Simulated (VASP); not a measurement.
Set up this calculation in VASP 6.6.1, as the native input.

- Task: single point
- Functional: PBEsol
- Potentials or basis: VASP PAW PBE potentials, release 64 (Se)
- Cutoff: 520 eV
- k mesh: 9 × 9 × 7
- Occupations: fermi-dirac, width 0.02 eV
- Spin: no spin polarisation
- Dipole correction: no
- Further INCAR settings: ALGO = Normal; EDIFF = 1e-07; NBANDS = 16

The structure of Se lies in POSCAR:

```
Se
1.0
    4.5048207049      0.0000000000      0.0000000000
   -2.2524103524      3.9012891699      0.0000000000
    0.0000000000      0.0000000000      4.9787963167
Se
3
Direct
    0.2178929800      0.0000000000      0.3333333300
    0.0000000000      0.2178929800      0.6666666700
    0.7821070200      0.7821070200      0.0000000000
```

One way to write it, as run:

INCAR

```
SYSTEM = Se
  ALGO = Normal
  EDIFF = 1E-7
  ENCUT = 520
  GGA = PS
  ISIF = 2
  ISMEAR = -1
  LASPH = .True.
  LCHARG = .False.
  LREAL = .False.
  LWAVE = .False.
  NBANDS = 16
  NELM = 60
  PREC = Accurate
  SIGMA = 0.02
```

KPOINTS

```
k-points
0
Gamma
  9 9 7
  0 0 0
```

Potentials or basis: VASP PAW PBE potentials, release 64 (Se).

The run is started by

```sh
$ cat potpaw_PBE.64/Se/POTCAR > POTCAR
$ mpirun -np 1 vasp_std > vasp.out
```

Results of the run:

* Pressure: -0.7 GPa
* Largest force: 0.195 eV/Å
* Band gap on the k mesh: 1.25 eV (least direct gap 1.36 eV)

Caveat: the PAW data sets were made with another functional, which shifts forces and pressure a little.

Wall time 41 s on 1 thread of Intel(R) Xeon(R) Platinum 8488C (Sapphire Rapids) (shared host), peak memory 0.25 GiB.
